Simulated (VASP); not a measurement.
Here is a VASP 6.6.1 calculation.

The input POSCAR:

```
BiB2Sb
1.0
    3.8675993111      0.0000000000      0.0000000000
    0.0000000000      3.8675993111      0.0000000000
    0.0000000000      0.0000000000      5.4697737657
Sb B Bi
1 2 1
Direct
    0.0000000000      0.0000000000      0.0000000000
    0.0000000000      0.5000000000      0.7618180394
    0.5000000000      0.0000000000      0.2381819606
    0.5000000000      0.5000000000      0.5000000000
```

The input INCAR.step1:

```
SYSTEM = BiB2Sb
PREC = Accurate
ENCUT = 520
ISMEAR = 0
SIGMA = 0.01
LREAL = .FALSE.
LASPH = .TRUE.
NELM = 80
NBANDS = 21
GGA = PE
ALGO = Normal
EDIFF = 1E-4
LWAVE = .TRUE.
LCHARG = .FALSE.
```

The input INCAR.step2:

```
SYSTEM = BiB2Sb
PREC = Accurate
ENCUT = 520
EDIFF = 1E-6
ISMEAR = 0
SIGMA = 0.01
LREAL = .FALSE.
LASPH = .TRUE.
NELM = 80
ALGO = Normal
ISIF = 2
LWAVE = .FALSE.
LCHARG = .FALSE.
METAGGA = R2SCAN
LMIXTAU = .TRUE.
NBANDS = 21
ISTART = 1
```

File KPOINTS:

```
Automatic mesh
0
G
  6 6 4
  0 0 0
```

Potentials or basis: VASP PAW PBE potentials, release 64 (Sb, B, Bi_d).

Command:

```console
$ cat potpaw_PBE.64/Sb/POTCAR potpaw_PBE.64/B/POTCAR potpaw_PBE.64/Bi_d/POTCAR > POTCAR
$ cp INCAR.step1 INCAR
$ mpirun -np 1 vasp_std > vasp.out
$ cp INCAR.step2 INCAR
$ mpirun -np 1 vasp_std > vasp.out
```

Question: What does it give for the pressure?

Answer: -4.6 GPa.

Question: Predict the largest force.

Answer: 0.037 eV/Å.

Question: Estimate the band gap on the k mesh.

Answer: 0.58 eV (least direct gap 0.97 eV).

Forces on the atoms (eV/Å):
```
Sb   0.000  0.000  0.000
B    0.000  0.000 -0.037
B    0.000  0.000  0.037
Bi   0.000  0.000  0.000
```

Caveat: the cell stands under tension; the PAW data sets were made with another functional, which shifts forces and pressure a little; spin-orbit coupling is left out, which moves the levels of the heavy elements. A k mesh can miss the band edges.
